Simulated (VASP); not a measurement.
A run of VASP 6.6.1 is set up as follows.

The input INCAR:

```
PREC = Accurate
ENCUT = 520
EDIFF = 1E-6
ISMEAR = 0
SIGMA = 0.024
LREAL = F
LASPH = T
NELM = 60
ALGO = Normal
ISIF = 2
LWAVE = F
LCHARG = F
GGA = PE
NBANDS = 14
```

KPOINTS

```
regular mesh
0
Gamma
  9 9 9
```

Contents of POSCAR:

```
Bi
1.0
   -1.9814305318      1.9814305318      1.9814305318
    1.9814305318     -1.9814305318      1.9814305318
    1.9814305318      1.9814305318     -1.9814305318
Bi
1
Direct
    0.0000000000      0.0000000000      0.0000000000
```

Potentials or basis: VASP PAW PBE potentials, release 64 (Bi_d).

The run is started by

```bash
$ cat potpaw_PBE.64/Bi_d/POTCAR > POTCAR
$ mpirun -np 1 vasp_std > vasp.out
```

Question: What does it give for the pressure?

Answer: 0.8 GPa.
